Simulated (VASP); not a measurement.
A run of VASP 6.6.1:

INCAR

```
PREC = Accurate ; ENCUT = 520
EDIFF = 1E-6 ; ISMEAR = 1
SIGMA = 0.1 ; LREAL = F
LASPH = T ; NELM = 60
ALGO = Normal ; ISIF = 2
LWAVE = F ; LCHARG = F
NBANDS = 19
```

KPOINTS

```
regular mesh
0
Gamma
  9 9 5
```

The input POSCAR:

```
Zr
1.0
    3.4815664591      0.0000000000      0.0000000000
   -1.7407832295      3.0151249985      0.0000000000
    0.0000000000      0.0000000000      5.5444376748
Zr
2
Direct
    0.6666666667      0.3333333333      0.7500000000
    0.3333333333      0.6666666667      0.2500000000
```

Potentials or basis: VASP PAW LDA potentials, release 64 (Zr_sv).

Launch:

```sh
$ cat potpaw_LDA.64/Zr_sv/POTCAR > POTCAR
$ mpirun -np 1 vasp_std > vasp.out
```

Hardware: 1 thread of Intel Xeon 8259CL (shared host).

Q: How long does it take, and how much memory?

A: Run time: 50 s on 1 thread of Intel Xeon 8259CL (shared host), peak memory 0.17 GiB. Counts: scf iterations 12, k points 36.
